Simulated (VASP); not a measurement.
# Zn (Pm-3m) in VASP: notebook

Runs on Zn. Level: PBE. Tasks: single point.

Everything below comes from runs of VASP 6.6.1. Logs are shortened: lines on timing, memory, paths and dates and some standing lists are left out, and cuts for length are marked.

## Step 1: The cell of the first run

The structure is cubic, space group Pm-3m (No. 221). The conventional cell has a = 2.441 Å, b = 2.441 Å, c = 2.441 Å, α = 90.00°, β = 90.00°, γ = 90.00°. Within 3.2 Å of Zn (site symmetry m-3m) lie 6 Zn at 2.44 Å.

## Step 2: Single point, PBE (volume scaled by 0.8)

File INCAR:

```
PREC = Accurate
ENCUT = 520
EDIFF = 1E-6
ISMEAR = -1
SIGMA = 0.08
LREAL = F
LASPH = T
NELM = 60
ALGO = Normal
ISIF = 2
LWAVE = F
LCHARG = F
GGA = PE
NBANDS = 12
```

File KPOINTS:

```
Automatic mesh
0
Gamma
  17 17 17
```

File POSCAR:

```
Zn
1.0
    2.4410052518      0.0000000000      0.0000000000
    0.0000000000      2.4410052518      0.0000000000
    0.0000000000      0.0000000000      2.4410052518
Zn
1
Direct
    0.0000000000      0.0000000000      0.0000000000
```

Potentials or basis: VASP PAW PBE potentials, release 64 (Zn).

Launch:

```console
$ cat potpaw_PBE.64/Zn/POTCAR > POTCAR
$ mpirun -np 1 vasp_std > vasp.out
```

OUTCAR:

```text
PREC = Accurate
   ENCUT = 520
   EDIFF = 1E-6
   ISMEAR = -1
   LREAL = F
   LASPH = T
   NELM = 60
   ISIF = 2
   GGA = PE

 ion  position               nearest neighbor table
   1  0.000  0.000  0.000-

  LATTYP: Found a simple cubic cell.
 ALAT       =     2.4410052518

  Lattice vectors:

 A1 = (   2.4410052518,   0.0000000000,   0.0000000000)
 A2 = (   0.0000000000,   2.4410052518,   0.0000000000)
 A3 = (   0.0000000000,   0.0000000000,   2.4410052518)

Analysis of symmetry for initial positions (statically):
=====================================================================
 Subroutine PRICEL returns:
 Original cell was already a primitive cell.

 Routine SETGRP: Setting up the symmetry group for a
 simple cubic supercell.

 Subroutine GETGRP returns: Found 48 space group operations
 (whereof 48 operations were pure point group operations)
 out of a pool of 48 trial point group operations.

The static configuration has the point symmetry O_h .

Analysis of symmetry for dynamics (positions and initial velocities):
=====================================================================
 Subroutine PRICEL returns:
 Original cell was already a primitive cell.

 Routine SETGRP: Setting up the symmetry group for a
 simple cubic supercell.

 Subroutine GETGRP returns: Found 48 space group operations
 (whereof 48 operations were pure point group operations)
 out of a pool of 48 trial point group operations.

The dynamic configuration has the point symmetry O_h .

 Subroutine INISYM returns: Found 48 space group operations
 (whereof 48 operations are pure point group operations),
 and found     1 'primitive' translations

----------------------------------------------------------------------------------------

                                     Primitive cell

  volume of cell :      14.5447

  direct lattice vectors                    reciprocal lattice vectors
     2.441005252  0.000000000  0.000000000     0.409667287  0.000000000  0.000000000
     0.000000000  2.441005252  0.000000000     0.000000000  0.409667287  0.000000000
     0.000000000  0.000000000  2.441005252     0.000000000  0.000000000  0.409667287

  length of vectors
     2.441005252  2.441005252  2.441005252     0.409667287  0.409667287  0.409667287

  position of ions in fractional coordinates (direct lattice)
     0.000000000  0.000000000  0.000000000

  ion indices of the primitive-cell ions
   primitive index   ion index
                 1           1

----------------------------------------------------------------------------------------

 KPOINTS: Automatic mesh

Automatic generation of k-mesh.
 Grid dimensions read from file:
 generate k-points for:   17   17   17

 Generating k-lattice:

  Cartesian coordinates                     Fractional coordinates (reciprocal lattice)
     0.024098076  0.000000000  0.000000000     0.058823529  0.000000000  0.000000000
     0.000000000  0.024098076  0.000000000     0.000000000  0.058823529  0.000000000
     0.000000000  0.000000000  0.024098076     0.000000000  0.000000000  0.058823529

  Length of vectors
     0.024098076  0.024098076  0.024098076

  Shift w.r.t. Gamma in fractional coordinates (k-lattice)
     0.000000000  0.000000000  0.000000000

 Subroutine IBZKPT returns following result:
 ===========================================

 Found    165 irreducible k-points:

 Following reciprocal coordinates:
            Coordinates               Weight
  0.000000  0.000000  0.000000      1.000000
  0.058824  0.000000  0.000000      6.000000
  0.117647  0.000000  0.000000      6.000000
  0.176471  0.000000  0.000000      6.000000
  0.235294  0.000000  0.000000      6.000000
  0.294118  0.000000  0.000000      6.000000
[... 16 lines left out ...]
  0.411765  0.117647  0.000000     24.000000
  0.470588  0.117647  0.000000     24.000000
 [... further k-points ...]
   k-points           NKPTS =    165   k-points in BZ     NKDIM =    165   number of bands    NBANDS=     12
   number of dos      NEDOS =    301   number of ions     NIONS =      1
   total plane-waves  NPLWV =   5832
   dimension x,y,z NGX =    18 NGY =   18 NGZ =   18
   dimension x,y,z NGXF=    36 NGYF=   36 NGZF=   36
   ions per type =               1
   NGX,Y,Z   is equivalent  to a cutoff of  12.26, 12.26, 12.26 a.u.
   NGXF,Y,Z  is equivalent  to a cutoff of  24.52, 24.52, 24.52 a.u.
 SYSTEM =  unknown system
   PREC   = accura    normal or accurate (medium, high low for compatibility)
   ISTART =      0    job   : 0-new  1-cont  2-samecut
   ICHARG =      2    charge: 1-file 2-atom 10-const
   ISPIN  =      1    spin polarized calculation?
   LNONCOLLINEAR =      F non collinear calculations
   LSORBIT =      F    spin-orbit coupling
   LASPH  =      T    aspherical Exc in radial PAW
   ENCUT  =  520.0 eV  38.22 Ry    6.18 a.u.   4.54  4.54  4.54*2*pi/ulx,y,z
   NELM   =     60;   NELMIN=  2; NELMDL= -5     # of ELM steps
   EDIFF  = 0.1E-05   stopping-criterion for ELM
   LREAL  =      F    real-space projection
   EDIFFG = 0.1E-04   stopping-criterion for IOM
   NSW    =      0    number of steps for IOM
   IBRION =     -1    ionic relax: 0-MD 1-quasi-New 2-CG
   NFREE  =      0    steps in history (QN), initial steepest desc. (CG)
   ISIF   =      2    stress and relaxation
   ISYM   =      2    0-nonsym 1-usesym 2-fastsym
   POTIM  = 0.5000    time-step for ionic-motion
   TEBEG  =    0.0;   TEEND  =   0.0 temperature during run
   PSTRESS=    0.0 pullay stress
   NELECT =      12.0000    total number of electrons
   NUPDOWN=      -1.0000    fix difference up-down
   EMIN   =  10.00;   EMAX   =-10.00  energy-range for DOS
   EFERMI =   0.00;   METHOD = LEGACY
   ISMEAR =    -1;   SIGMA  =   0.08  broadening in eV -4-tet -1-fermi 0-gaus
   EFERMI_NEDOS =   21; number of points for ismear=-14 and -15
   IALGO  =     38    algorithm
   IMIX   =      4    mixing-type and parameters
     AMIX     =   0.40;   BMIX     =  1.00
     AMIX_MAG =   1.60;   BMIX_MAG =  1.00
  volume/ion in A,a.u.               =      14.54        98.15
  Fermi-wavevector in a.u.,A,eV,Ry     =   1.535441  2.901563 32.076820  2.357580
  Thomas-Fermi vector in A             =   2.642229
   LORBIT       =      0    0 simple, 1 ext, 2 COOP (PROOUT), +10 PAW based schemes
   GGA     = PE    functional components
   LHFCALC =     F    Hartree Fock is set to
   AEXX    =    0.0000 exact exchange contribution
   IVDW    =     0    specifies the selected vdW correction
   LEPSILON=     F    determine dielectric tensor
   LRPA    =     F    only Hartree local field effects (RPA)
 non-spin polarized calculation
  energy-cutoff  :      520.00
  volume of cell :       14.54
 maximum number of plane-waves:       405
   NGX =  9   NGY =  9   NGZ =  9

 number of electron      12.0000005 magnetization

 Free energy of the ion-electron system (eV)
  ---------------------------------------------------
  ext. energy  EPLUGINS =         0.00000000
  ---------------------------------------------------
  free energy    TOTEN  =        -0.70419543 eV

  energy without entropy =       -0.69760906  energy(sigma->0) =       -0.70090225

 E-fermi :   3.2299     XC(G=0): -11.7148

 val. band max:        3.2017508801   @ k =   0.4706   0.2941   0.1176
 cond. band min:       3.2655331140   @ k =   0.4118   0.1176   0.1176
 fundamental gap:      0.0637822339
 Fermi energy:         3.2298510137

 k-point     1 :       0.0000    0.0000    0.0000
  band No.  band energies     occupation
      1      -7.3481      2.00000
      2      -5.4651      2.00000
      3      -5.4651      2.00000
      4      -3.7542      2.00000
      5      -3.7542      2.00000
      6      -3.7542      2.00000
      7      17.3981      0.00000
      8      17.3981      0.00000
      9      17.3981      0.00000
     10      20.4845      0.00000
     11      20.4845      0.00000
     12      24.2318      0.00000

 k-point     2 :       0.0588    0.0000    0.0000
  band No.  band energies     occupation
      1      -7.2581      2.00000
      2      -5.4586      2.00000
      3      -5.4357      2.00000
      4      -3.7721      2.00000
      5      -3.7721      2.00000
      6      -3.7527      2.00000
      7      15.8948      0.00000
      8      17.5072      0.00000
      9      17.5072      0.00000
     10      20.5444      0.00000
     11      21.6358      0.00000
     12      24.7762      0.00000

 k-point     3 :       0.1176    0.0000    0.0000
  band No.  band energies     occupation
      1      -6.9949      2.00000
      2      -5.4401      2.00000
      3      -5.3437      2.00000
      4      -3.8229      2.00000
      5      -3.8229      2.00000
      6      -3.7485      2.00000
      7      13.4930      0.00000
      8      17.8313      0.00000
      9      17.8313      0.00000
     10      20.7251      0.00000
     11      22.6647      0.00000
     12      26.7219      0.00000

 k-point     4 :       0.1765    0.0000    0.0000
  band No.  band energies     occupation
      1      -6.5862      2.00000
      2      -5.4118      2.00000
      3      -5.1710      2.00000
      4      -3.8991      2.00000
      5      -3.8991      2.00000
      6      -3.7420      2.00000
      7      11.0677      0.00000
      8      18.3612      0.00000
      9      18.3612      0.00000
     10      21.0296      0.00000
     11      23.1646      0.00000
     12      29.5747      0.00000

 k-point     5 :       0.2353    0.0000    0.0000
  band No.  band energies     occupation
      1      -6.1104      2.00000
      2      -5.3777      2.00000
      3      -4.8538      2.00000
      4      -3.9895      2.00000
      5      -3.9895      2.00000
      6      -3.7343      2.00000
      7       8.7397      0.00000
      8      19.0821      0.00000
      9      19.0821      0.00000
     10      21.4611      0.00000
     11      23.5658      0.00000
     12      32.5619      0.00000

 k-point     6 :       0.2941    0.0000    0.0000
  band No.  band energies     occupation
      1      -5.7143      2.00000
      2      -5.3421      2.00000
      3      -4.2649      2.00000
      4      -4.0815      2.00000
      5      -4.0815      2.00000
      6      -3.7262      2.00000
      7       6.5437      0.00000
      8      19.9723      0.00000
      9      19.9723      0.00000
     10      22.0243      0.00000
     11      23.9769      0.00000
     12      30.6569      0.00000

 k-point     7 :       0.3529    0.0000    0.0000
  band No.  band energies     occupation
      1      -5.4684      2.00000
      2      -5.3101      2.00000
      3      -4.1629      2.00000
      4      -4.1629      2.00000
      5      -3.7190      2.00000
      6      -3.3566      2.00000
      7       4.4968      0.00000
      8      20.9965      0.00000
      9      20.9965      0.00000
     10      22.7204      0.00000
     11      24.3981      0.00000
     12      28.9450      0.00000

 k-point     8 :       0.4118    0.0000    0.0000
  band No.  band energies     occupation
      1      -5.3291      2.00000
      2      -5.2858      2.00000
      3      -4.2233      2.00000
      4      -4.2233      2.00000
      5      -3.7135      2.00000
      6      -2.2020      2.00000
      7       2.6169      1.99906
      8      22.0747      0.00000
      9      22.0747      0.00000
     10      23.5373      0.00000
     11      24.7768      0.00000
     12      27.4467      0.00000
[... 166 lines left out ...]
 k-point    20 :       0.2353    0.1176    0.0000
  band No.  band energies     occupation
      1      -5.8181      2.00000
      2      -5.2694      2.00000
      3      -4.8325      2.00000
      4      -3.9880      2.00000
      5      -3.9815      2.00000
      6      -3.7990      2.00000
      7       9.0599      0.00000
      8      15.0736      0.00000
      9      19.5112      0.00000
     10      22.6677      0.00000
     11      26.6250      0.00000
     12      29.0195      0.00000

 k-point    21 :       0.2941    0.1176    0.0000
  band No.  band energies     occupation
      1      -5.5050      2.00000
      2      -5.2156      2.00000
      3      -4.4776      2.00000
      4      -4.0721      2.00000
      5      -3.7900      2.00000
      6      -3.7824      2.00000
      7       6.8720      0.00000
      8      15.8656      0.00000
      9      20.4016      0.00000
     10      23.1831      0.00000
     11      25.6000      0.00000
     12      28.7193      0.00000

 k-point    22 :       0.3529    0.1176    0.0000
  band No.  band energies     occupation
      1      -5.3389      2.00000
      2      -5.1457      2.00000
      3      -4.4160      2.00000
      4      -4.1523      2.00000
      5      -3.7819      2.00000
      6      -2.9732      2.00000
      7       4.8249      0.00000
      8      16.8185      0.00000
      9      21.4293      0.00000
     10      23.5816      0.00000
     11      24.2033      0.00000
     12      28.9341      0.00000

 k-point    23 :       0.4118    0.1176    0.0000
  band No.  band energies     occupation
      1      -5.2653      2.00000
      2      -5.0685      2.00000
      3      -4.4546      2.00000
      4      -4.2119      2.00000
      5      -3.7757      2.00000
      6      -1.8180      2.00000
      7       2.9351      1.95100
      8      17.9130      0.00000
      9      22.2659      0.00000
     10      22.5187      0.00000
     11      24.5544      0.00000
     12      28.5231      0.00000

 k-point    24 :       0.4706    0.1176    0.0000
  band No.  band energies     occupation
      1      -5.2374      2.00000
      2      -5.0186      2.00000
      3      -4.4864      2.00000
      4      -4.2436      2.00000
      5      -3.7724      2.00000
      6      -0.4846      2.00000
      7       1.2466      2.00000
      8      19.0697      0.00000
      9      20.8469      0.00000
     10      23.4135      0.00000
     11      25.0611      0.00000
     12      27.3278      0.00000

 [... further k-points ...]
[... 5 lines left out ...]
  --------------------------------------------------------------------------------------
  -------------------------------------------------------------------------------------
  Total        1.7582286      1.7582286      1.7582286      0.0000000     -0.0000000      0.0000000
  in kB      193.6777727    193.6777727    193.6777727      0.0000000     -0.0000000      0.0000000
  external PRESSURE =     193.6777727 kB  Pullay stress =       0.0000000 kB

 VOLUME and BASIS-vectors are now :
 -----------------------------------------------------------------------------
  energy-cutoff  :      520.00
  volume of cell :       14.54
      direct lattice vectors                 reciprocal lattice vectors
     2.441005252  0.000000000  0.000000000     0.409667287  0.000000000  0.000000000
     0.000000000  2.441005252  0.000000000     0.000000000  0.409667287  0.000000000
     0.000000000  0.000000000  2.441005252     0.000000000  0.000000000  0.409667287

 POSITION                                       TOTAL-FORCE (eV/Angst)
 -----------------------------------------------------------------------------------
      0.00000      0.00000      0.00000         0.000000      0.000000      0.000000
 -----------------------------------------------------------------------------------
    total drift:                                0.000000      0.000000     -0.000000

  FREE ENERGIE OF THE ION-ELECTRON SYSTEM (eV)
  ---------------------------------------------------
  free  energy   TOTEN  =        -0.7041954298 eV

  energy  without entropy=       -0.6976090604  energy(sigma->0) =       -0.70090225
```

It took 29 s on 1 thread of AMD EPYC 7R13, shared host; peak memory 0.11 GiB.

What came out:

* Free energy: -0.7042 eV
* Pressure: 19.4 GPa
* Band gap on the k mesh: zero (band 6 reaches 9.09 eV, above the bottom of band 7 at 0.98 eV)

Levels at points of the mesh, in eV from the Fermi level:
```tsv
k point	band 3	band 4	band 5	band 6	band 7	band 8	band 9	band 10
(0.00, 0.00, 0.00)	-8.69	-6.98	-6.98	-6.98	14.17	14.17	14.17	17.25
```

[end of part 1 of 2]
